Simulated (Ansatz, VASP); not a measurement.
Two plane-wave programs on ZnSe

```xyz
2
Lattice="0.0000 2.9137 2.6806 2.9137 0.0000 2.6806 2.9137 2.9137 0.0000" Properties=species:S:1:pos:R:3 pbc="T T T"
Zn    0.0000    0.0000    0.0000
Se    4.3705    4.3705    4.0209
```

Alike in both runs: task single point; functional LDA; k mesh 10 × 10 × 10; occupations gaussian, width 0.05 eV; no spin polarisation.

```csv
,VASP,Ansatz
version,VASP 6.6.1,Ansatz 0.2.0
potentials or method,"VASP PAW LDA potentials, release 64 (Zn, Se), cutoff 520 eV","scalar-relativistic, plane waves, PAW"
valence electrons in the cell,18,28
```

|  | VASP | Ansatz | Ansatz less VASP |
| --- | --- | --- | --- |
| gap on the k mesh at the Fermi level (eV) | 0.87 | 0.84 | -0.037 |
| pressure (GPa) | -3.2 | -3.5 | -0.30 |
| traceless stress, the component that is largest in VASP (GPa) | 1.90 | 1.92 | +0.020 |

LDA's correlation is that of Perdew and Zunger in VASP and of Perdew and Wang (1992) in Ansatz. VASP's potentials hold 18 valence electrons a cell and Ansatz's 28, so a difference there can come from the potentials and not from the codes.
